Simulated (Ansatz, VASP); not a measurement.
# One calculation of Ir, two programs

File INCAR:

```
SYSTEM = Ir
PREC     = Accurate       ! precision mode
ENCUT    = 520            ! plane-wave cutoff, eV
EDIFF    = 1E-7           ! SCF threshold, eV
ISMEAR   = 0              ! smearing method
SIGMA    = 0.15           ! smearing width, eV
LREAL    = .False.        ! projectors in reciprocal space
LASPH    = .True.         ! aspherical terms in the spheres
NELM     = 100            ! most SCF steps
ALGO     = Fast           ! electronic algorithm
ISIF     = 2              ! what is computed and relaxed
LWAVE    = .False.        ! write WAVECAR
LCHARG   = .False.        ! write CHGCAR
NBANDS   = 10             ! bands
```

File KPOINTS:

```
regular mesh
0
Gamma
  20 20 20
  0 0 0
```

POSCAR

```
Ir
1.0
   -0.2095946661      1.6958113896      1.6958113896
    1.6958113896     -0.2095946661      1.6958113896
    1.9054060557      1.9054060557     -0.4191893323
Ir
1
Direct
    0.0000000000      0.0000000000      0.0000000000
```

Input for Ansatz:

```yaml
crystal:
  lattice:
    - [-0.2095946661, 1.6958113896, 1.6958113896]
    - [1.6958113896, -0.2095946661, 1.6958113896]
    - [1.9054060557, 1.9054060557, -0.4191893323]
  atoms:
    - { symbol: Ir, position: [0.0, 0.0, 0.0] }
basis:
  ecutwfc: 420
kpoints:
  mp_grid: { grid: [20, 20, 20] }
hamiltonian:
  xc: lda
  pseudopotentials: { kind: paw, azcp: { folder: soft_1 } }
scf:
  occupations: { method: gaussian, width: 0.15 }
output:
  forces: true
  stress: true
  eigenvalues: true
```

Change from the starting cell: engineering shear strain xz -0.2200, engineering shear strain yz -0.2200.

Alike in both runs: task single point; functional LDA; k mesh 20 × 20 × 20; occupations gaussian, width 0.15 eV; no spin polarisation.

```csv
,VASP,Ansatz
version,VASP 6.6.1,Ansatz 0.2.0
potentials or method,"VASP PAW LDA potentials, release 64 (Ir), cutoff 520 eV","scalar-relativistic, plane waves, PAW"
valence electrons in the cell,9,17
```

|  | VASP | Ansatz | Ansatz less VASP |
| --- | --- | --- | --- |
| gap on the k mesh at the Fermi level (eV) | none | none | - |
| pressure (GPa) | 54.3 | 51.2 | -3.04 |
| traceless stress, the component that is largest in VASP (GPa) | 49.22 | 48.63 | -0.590 |

Ansatz warns that its potentials were made for another functional, while VASP's fit it. LDA's correlation is that of Perdew and Zunger in VASP and of Perdew and Wang (1992) in Ansatz. A gap of «none» marks a metal or a gap that the smearing closes. Both programs put the cell under a high pressure, so it lies far from rest at this level. VASP's potentials hold 9 valence electrons a cell and Ansatz's 17, so a difference there can come from the potentials and not from the codes.

Spin-orbit coupling is off throughout.
